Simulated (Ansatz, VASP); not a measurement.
**Ti12H: VASP beside Ansatz**

```
CELL_PARAMETERS angstrom
5.90000 0.00000 0.00000
-4.42500 7.66432 0.00000
0.00000 0.00000 4.68460
ATOMIC_POSITIONS crystal
Ti 0.00322 0.00114 0.00119
Ti 0.16509 0.22382 0.49678
Ti 0.99965 0.33130 0.00037
Ti 0.16309 0.55320 0.50085
Ti 0.99332 0.66262 0.00100
Ti 0.16370 0.89373 0.49946
Ti 0.50564 0.00350 0.99665
Ti 0.66977 0.22627 0.49688
Ti 0.50373 0.33333 0.99992
Ti 0.66657 0.55649 0.49738
Ti 0.50607 0.66329 0.99978
Ti 0.67323 0.89411 0.49891
H 0.33742 0.78054 0.74763
```

Alike in both runs: functional PBE; dispersion D3(BJ); k mesh 2 × 2 × 2; occupations fermi-dirac, width 0.05 eV; no spin polarisation.

Ansatz relaxed the structure, and its values are those at the end. VASP's run is a single point on that final structure, the one shown.

```csv
,VASP,Ansatz
version,VASP 6.6.1,Ansatz 0.2.0
potentials or method,"VASP PAW PBE potentials, release 64 (Ti_sv, H), cutoff 520 eV","scalar-relativistic, plane waves, PAW"
valence electrons in the cell,145,145
```

|  | VASP | Ansatz | Ansatz less VASP |
| --- | --- | --- | --- |
| rms of the force components (eV/Å) | 0.022 | 0.023 | +0.0001 |

The k mesh is coarse, so the values compare programs but aren't converged.
